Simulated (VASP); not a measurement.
# BaF2 (Fm-3m) in VASP: further runs

The runs below take BaF2 through single point, with PBE, r2SCAN, HSE06.

All numbers are computed with VASP 6.6.1; they aren't measurements. Logs are shortened: lines on timing, memory, paths and dates and some standing lists are left out, and cuts for length are marked.

### 1 The cell of the first run

It takes space group Fm-3m (No. 225, cubic). The conventional cell has a = 6.194 Å, b = 6.194 Å, c = 6.194 Å, α = 90.00°, β = 90.00°, γ = 90.00°. Within 3.5 Å of Ba (site symmetry m-3m) lie 8 F at 2.68 Å. Within 3.5 Å of F (site symmetry -43m) lie 4 Ba at 2.68 Å and 6 F at 3.10 Å.

### 2 Single point, PBE

Input file INCAR:

```
SYSTEM = BaF2
PREC = Accurate
ENCUT = 600
EDIFF = 1E-6
ISMEAR = 0
SIGMA = 0.01
LREAL = .FALSE.
LASPH = .TRUE.
NELM = 120
ALGO = Normal
ISIF = 2
LWAVE = .FALSE.
LCHARG = .TRUE.
GGA = PE
LELF = .TRUE.
LVHAR = .TRUE.
NBANDS = 19
GGA_COMPAT = .FALSE.
```

Input file KPOINTS:

```
Automatic mesh
0
G
  6 6 6
  0 0 0
```

Input file POSCAR:

```
BaF2
1.0
    0.0000000000      3.0971666807      3.0971666807
    3.0971666807      0.0000000000      3.0971666807
    3.0971666807      3.0971666807      0.0000000000
Ba F
1 2
Direct
    0.0000000000      0.0000000000      0.0000000000
    0.2500000000      0.2500000000      0.2500000000
    0.7500000000      0.7500000000      0.7500000000
```

Potentials or basis: VASP PAW PBE potentials, release 64 (Ba_sv, F).

The run is started by

```
> cat potpaw_PBE.64/Ba_sv/POTCAR potpaw_PBE.64/F/POTCAR > POTCAR
> mpirun -np 1 vasp_std > vasp.out
```

OUTCAR:

```text
SYSTEM = BaF2
   PREC = Accurate
   ENCUT = 600
   EDIFF = 1E-6
   ISMEAR = 0
   LREAL = .FALSE.
   LASPH = .TRUE.
   NELM = 120
   ISIF = 2
   GGA = PE

 ion  position               nearest neighbor table
   1  0.000  0.000  0.000-   2 2.68   3 2.68   3 2.68   3 2.68   3 2.68   2 2.68   2 2.68   2 2.68

   2  0.250  0.250  0.250-   1 2.68   1 2.68   1 2.68   1 2.68
   3  0.750  0.750  0.750-   1 2.68   1 2.68   1 2.68   1 2.68

  LATTYP: Found a face centered cubic cell.
 ALAT       =     6.1943333614

  Lattice vectors:

 A1 = (   0.0000000000,   3.0971666807,   3.0971666807)
 A2 = (   3.0971666807,   0.0000000000,   3.0971666807)
 A3 = (   3.0971666807,   3.0971666807,   0.0000000000)

Analysis of symmetry for initial positions (statically):
=====================================================================
 Subroutine PRICEL returns:
 Original cell was already a primitive cell.

 Routine SETGRP: Setting up the symmetry group for a
 face centered cubic supercell.

 Subroutine GETGRP returns: Found 48 space group operations
 (whereof 48 operations were pure point group operations)
 out of a pool of 48 trial point group operations.

The static configuration has the point symmetry O_h .

Analysis of symmetry for dynamics (positions and initial velocities):
=====================================================================
 Subroutine PRICEL returns:
 Original cell was already a primitive cell.

 Routine SETGRP: Setting up the symmetry group for a
 face centered cubic supercell.

 Subroutine GETGRP returns: Found 48 space group operations
 (whereof 48 operations were pure point group operations)
 out of a pool of 48 trial point group operations.

The dynamic configuration has the point symmetry O_h .

 Subroutine INISYM returns: Found 48 space group operations
 (whereof 48 operations are pure point group operations),
 and found     1 'primitive' translations

----------------------------------------------------------------------------------------

                                     Primitive cell

  volume of cell :      59.4188

  direct lattice vectors                    reciprocal lattice vectors
     0.000000000  3.097166681  3.097166681    -0.161437873  0.161437873  0.161437873
     3.097166681  0.000000000  3.097166681     0.161437873 -0.161437873  0.161437873
     3.097166681  3.097166681  0.000000000     0.161437873  0.161437873 -0.161437873

  length of vectors
[... 74 lines left out ...]
   NELM   =    120;   NELMIN=  2; NELMDL= -5     # of ELM steps
   EDIFF  = 0.1E-05   stopping-criterion for ELM
   LREAL  =      F    real-space projection
   EDIFFG = 0.1E-04   stopping-criterion for IOM
   NSW    =      0    number of steps for IOM
   IBRION =     -1    ionic relax: 0-MD 1-quasi-New 2-CG
   NFREE  =      0    steps in history (QN), initial steepest desc. (CG)
   ISIF   =      2    stress and relaxation
   ISYM   =      2    0-nonsym 1-usesym 2-fastsym
   POTIM  = 0.5000    time-step for ionic-motion
   TEBEG  =    0.0;   TEEND  =   0.0 temperature during run
   PSTRESS=    0.0 pullay stress
   NELECT =      24.0000    total number of electrons
   NUPDOWN=      -1.0000    fix difference up-down
   EMIN   =  10.00;   EMAX   =-10.00  energy-range for DOS
   EFERMI =   0.00;   METHOD = LEGACY
   ISMEAR =     0;   SIGMA  =   0.01  broadening in eV -4-tet -1-fermi 0-gaus
   EFERMI_NEDOS =   21; number of points for ismear=-14 and -15
   IALGO  =     38    algorithm
   IMIX   =      4    mixing-type and parameters
     AMIX     =   0.40;   BMIX     =  1.00
     AMIX_MAG =   1.60;   BMIX_MAG =  1.00
  volume/ion in A,a.u.               =      19.81       133.66
  Fermi-wavevector in a.u.,A,eV,Ry     =   1.210145  2.286842 19.925057  1.464450
  Thomas-Fermi vector in A             =   2.345701
   LORBIT       =      0    0 simple, 1 ext, 2 COOP (PROOUT), +10 PAW based schemes
   GGA     = PE    functional components
   LHFCALC =     F    Hartree Fock is set to
   AEXX    =    0.0000 exact exchange contribution
   IVDW    =     0    specifies the selected vdW correction
   LEPSILON=     F    determine dielectric tensor
   LRPA    =     F    only Hartree local field effects (RPA)
 non-spin polarized calculation
 Gauss-broadening in eV      SIGMA  =   0.01
  energy-cutoff  :      600.00
  volume of cell :       59.42
 maximum number of plane-waves:      2012
   NGX = 17   NGY = 17   NGZ = 17

 number of electron      24.0000001 magnetization

 Free energy of the ion-electron system (eV)
  ---------------------------------------------------
  ext. energy  EPLUGINS =         0.00000000
  ---------------------------------------------------
  free energy    TOTEN  =       -17.11004962 eV

  energy without entropy =      -17.11004962  energy(sigma->0) =      -17.11004962

 E-fermi :  -1.9901     XC(G=0):  -8.7135

 val. band max:       -2.0741147655   @ k =  -0.1667   0.1667   0.0000
 cond. band min:       4.7151971900   @ k =   0.0000   0.0000   0.0000
 fundamental gap:      6.7893119555
 Fermi energy:        -1.9901372888

 k-point     1 :       0.0000    0.0000    0.0000
  band No.  band energies     occupation
      1     -25.1532      2.00000
      2     -20.9984      2.00000
      3     -20.9462      2.00000
      4      -9.9866      2.00000
      5      -9.9866      2.00000
      6      -9.9866      2.00000
[... 329 lines left out ...]
      6      -9.9624      2.00000
[... 11 lines left out ...]
     18      12.4106      0.00000
     19      12.6746      0.00000

------------------------ aborting loop because EDIFF is reached ----------------------------------------

  FORCE on cell =-STRESS in cart. coord.  units (eV):
  Direction    XX          YY          ZZ          XY          YZ          ZX
  --------------------------------------------------------------------------------------
  -------------------------------------------------------------------------------------
  Total        0.9118982      0.9118982      0.9118982      0.0000000     -0.0000000      0.0000000
  in kB       24.5885653     24.5885653     24.5885653      0.0000000     -0.0000000      0.0000000
  external PRESSURE =      24.5885653 kB  Pullay stress =       0.0000000 kB

 VOLUME and BASIS-vectors are now :
 -----------------------------------------------------------------------------
  energy-cutoff  :      600.00
  volume of cell :       59.42
      direct lattice vectors                 reciprocal lattice vectors
     0.000000000  3.097166681  3.097166681    -0.161437873  0.161437873  0.161437873
     3.097166681  0.000000000  3.097166681     0.161437873 -0.161437873  0.161437873
     3.097166681  3.097166681  0.000000000     0.161437873  0.161437873 -0.161437873

 POSITION                                       TOTAL-FORCE (eV/Angst)
 -----------------------------------------------------------------------------------
      0.00000      0.00000      0.00000        -0.000000     -0.000000     -0.000000
      1.54858      1.54858      1.54858        -0.000000     -0.000000     -0.000000
      4.64575      4.64575      4.64575         0.000000      0.000000      0.000000
 -----------------------------------------------------------------------------------
    total drift:                                0.000000      0.000000      0.000000

  FREE ENERGIE OF THE ION-ELECTRON SYSTEM (eV)
  ---------------------------------------------------
  free  energy   TOTEN  =       -17.1100496219 eV

  energy  without entropy=      -17.1100496219  energy(sigma->0) =      -17.11004962
```

OSZICAR:

```text
N       E                     dE             d eps       ncg     rms          rms(c)
DAV:   1     0.159655292921E+03    0.15966E+03   -0.14106E+04   608   0.133E+03
DAV:   2    -0.101893897884E+02   -0.16984E+03   -0.16322E+03   754   0.273E+02
DAV:   3    -0.187185437703E+02   -0.85292E+01   -0.84933E+01   762   0.628E+01
DAV:   4    -0.188700329389E+02   -0.15149E+00   -0.15125E+00   732   0.800E+00
DAV:   5    -0.188743076477E+02   -0.42747E-02   -0.42746E-02   695   0.111E+00    0.857E+00
DAV:   6    -0.170902384033E+02    0.17841E+01   -0.75397E+00   626   0.214E+01    0.425E+00
DAV:   7    -0.170830861770E+02    0.71522E-02   -0.28172E-01   667   0.407E+00    0.221E+00
DAV:   8    -0.171008472614E+02   -0.17761E-01   -0.64444E-02   625   0.273E+00    0.307E-01
DAV:   9    -0.171069851147E+02   -0.61379E-02   -0.11104E-02   674   0.753E-01    0.139E-01
DAV:  10    -0.171100364196E+02   -0.30513E-02   -0.32389E-03   647   0.383E-01    0.385E-02
DAV:  11    -0.171100295820E+02    0.68376E-05   -0.18920E-04   706   0.109E-01    0.217E-02
DAV:  12    -0.171100491053E+02   -0.19523E-04   -0.53032E-05   632   0.514E-02    0.354E-03
DAV:  13    -0.171100496219E+02   -0.51657E-06   -0.66526E-07   591   0.656E-03
   1 F= -.17110050E+02 E0= -.17110050E+02  d E =-.739205E-34
```

Run time: 46 s. Hardware: 1 thread of Intel Xeon 8259CL, shared host; peak memory 0.21 GiB.

What came out:

- Free energy: -17.1100 eV
- Pressure: 2.5 GPa
- Band gap on the k mesh: 6.79 eV (least direct gap 6.86 eV)

Caveat: spin-orbit coupling is left out, which moves the levels of the heavy elements. A k mesh can miss the band edges.

[end of part 1 of 2]
